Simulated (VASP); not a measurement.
A run of VASP 6.6.1:

Contents of INCAR:

```
ALGO = Fast
EDIFF = 1E-6
ENCUT = 520
GGA = PE
ISIF = 2
ISMEAR = -1
LASPH = True
LCHARG = False
LREAL = False
LWAVE = False
NBANDS = 11
NELM = 60
PREC = Accurate
SIGMA = 0.05
```

File KPOINTS:

```
k-points
0
Gamma
  8 8 8
```

POSCAR

```
Ba
1.0
   -2.4717600000      2.4776470000      2.4485140000
    2.5653110000     -2.5280200000      2.5924380000
    2.4506570000      2.5069170000     -2.4988870000
Ba
1
Direct
   -0.0010750000      0.0047450000     -0.0114680000
```

Potentials or basis: VASP PAW PBE potentials, release 64 (Ba_sv).

Run with:

```console
$ cat potpaw_PBE.64/Ba_sv/POTCAR > POTCAR
$ mpirun -np 1 vasp_std > vasp.out
```

Hardware: 1 thread of Intel(R) Xeon(R) Platinum 8488C (Sapphire Rapids), with other jobs on the host.

Problem. Estimate the wall time of this run.

Solution. Run time: 2.5 min on 1 thread of Intel(R) Xeon(R) Platinum 8488C (Sapphire Rapids), with other jobs on the host, peak memory 0.32 GiB. Counts: scf iterations 11, k points 260.
